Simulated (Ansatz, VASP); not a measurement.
## ZnCu2: VASP beside Ansatz

```
CELL_PARAMETERS angstrom
2.58383 0.00000 0.00000
-1.29191 2.23766 0.00000
0.00000 0.00000 6.29337
ATOMIC_POSITIONS crystal
Zn 0.00000 0.00000 0.00000
Cu 0.33333 0.66667 0.66214
Cu 0.66667 0.33333 0.33786
```

Alike in both runs: task single point; functional r2SCAN; k mesh 18 × 18 × 8; occupations gaussian, width 0.1 eV; no spin polarisation.

```csv
,VASP,Ansatz
version,VASP 6.6.1,Ansatz 0.2.0
potentials or method,"VASP PAW PBE potentials, release 64 (Zn, Cu), cutoff 520 eV","scalar-relativistic, plane waves, PAW"
valence electrons in the cell,34,50
```

VASP gave:

* gap on the k mesh at the Fermi level (eV): none
* pressure (GPa): 0.7
* traceless stress, the component that is largest in VASP (GPa): -0.89
* rms of the force components (eV/Å): 0.005

What did Ansatz give for the same quantities?

gap on the k mesh at the Fermi level (eV): none; pressure (GPa): 0.2; traceless stress, the component that is largest in VASP (GPa): -0.93; rms of the force components (eV/Å): 0.001.

VASP's potentials were made for PBE, not for r2SCAN. Atom by atom the forces differ by 0.005 eV/Å (rms over components). A gap of «none» marks a metal or a gap that the smearing closes. VASP's potentials hold 34 valence electrons a cell and Ansatz's 50, so a difference there can come from the potentials and not from the codes.
